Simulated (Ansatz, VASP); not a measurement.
**One calculation of InP, two programs**

```
CELL_PARAMETERS angstrom
0.00000 2.94569 2.94569
2.94569 0.00000 2.94569
2.94569 2.94569 0.00000
ATOMIC_POSITIONS crystal
In 0.00000 0.00000 0.00000
P 0.25000 0.25000 0.25000
```

Alike in both runs: functional PBE; dispersion D4; k mesh 6 × 6 × 6; occupations fermi-dirac, width 0.05 eV; no spin polarisation.

Ansatz relaxed the structure, and its values are those at the end. VASP's run is a single point on that final structure, the one shown.

|  | VASP | Ansatz |
| --- | --- | --- |
| version | VASP 6.6.1 | Ansatz 0.2.0 |
| potentials or method | VASP PAW PBE potentials, release 64 (In_d, P) | plane waves, PAW |
| plane-wave cutoff (eV) | 520 | 420 |
| valence electrons in the cell | 18 | 18 |

```tsv
	VASP	Ansatz	Ansatz less VASP
pressure (GPa)	-0.1	0.0	+0.05
```
